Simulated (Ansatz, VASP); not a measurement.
## Two plane-wave programs on LiH

The input INCAR:

```
SYSTEM = LiH
ALGO = Normal
DIPOL = 0.5 0.5 0.500
EDIFF = 1E-6
ENCUT = 650
GGA = PE
GGA_COMPAT = .FALSE.
IDIPOL = 3
ISIF = 2
ISMEAR = 0
LASPH = .TRUE.
LCHARG = .TRUE.
LDIPOL = .TRUE.
LELF = .TRUE.
LREAL = .FALSE.
LVACPOTAV = .TRUE.
LVHAR = .TRUE.
LWAVE = .FALSE.
NBANDS = 9
NELM = 120
NELMDL = -8
PREC = Accurate
SIGMA = 0.1
```

The input KPOINTS:

```
k-points
0
G
  6 6 1
  0 0 0
```

The input POSCAR:

```
LiH
1.0
    2.5996030000      0.0000000000      0.0000000000
   -1.2998010000      2.2513220000      0.0000000000
    0.0000000000      0.0000000000     15.0000000000
Li H
1 1
Direct
    0.3333333300      0.6666666700      0.4745468500
    0.0000000000      0.0000000000      0.5254531500
```

Input for Ansatz:

```yaml
crystal:
  lattice:
    - [2.599603, 0.0, 0.0]
    - [-1.299801, 2.251322, 0.0]
    - [0.0, 0.0, 15.0]
  atoms:
    - { symbol: Li, position: [0.33333333, 0.66666667, 0.47454685] }
    - { symbol: H, position: [0.0, 0.0, 0.52545315] }
  periodic: [true, true, false]
basis:
  ecutwfc: 420
kpoints:
  mp_grid: { grid: [6, 6, 1] }
hamiltonian:
  xc: pbe
scf:
  occupations: { method: gaussian, width: 0.1 }
  lower_state_search: "off"
output:
  forces: true
  stress: true
  eigenvalues: true
```

Alike in both runs: task single point; functional PBE; k mesh 6 × 6 × 1; occupations gaussian, width 0.1 eV; no spin polarisation.

|  | VASP | Ansatz |
| --- | --- | --- |
| version | VASP 6.6.1 | Ansatz 0.2.0 |
| potentials or method | VASP PAW PBE potentials, release 64 (Li_sv, H), cutoff 650 eV | scalar-relativistic, plane waves, PAW |
| valence electrons in the cell | 4 | 4 |

Ansatz gave:

```
gap on the k mesh at the Fermi level (eV) : none
rms of the force components (eV/Å)        : 0.556
```

Question: What did VASP give for the same quantities?

Answer: gap on the k mesh at the Fermi level (eV): none; rms of the force components (eV/Å): 0.548.

Atom by atom the forces differ by 0.009 eV/Å (rms over components). A gap of «none» marks a metal or a gap that the smearing closes. Ansatz's warnings: slab cell height set.

The k mesh is coarse, so the values compare programs but aren't converged.
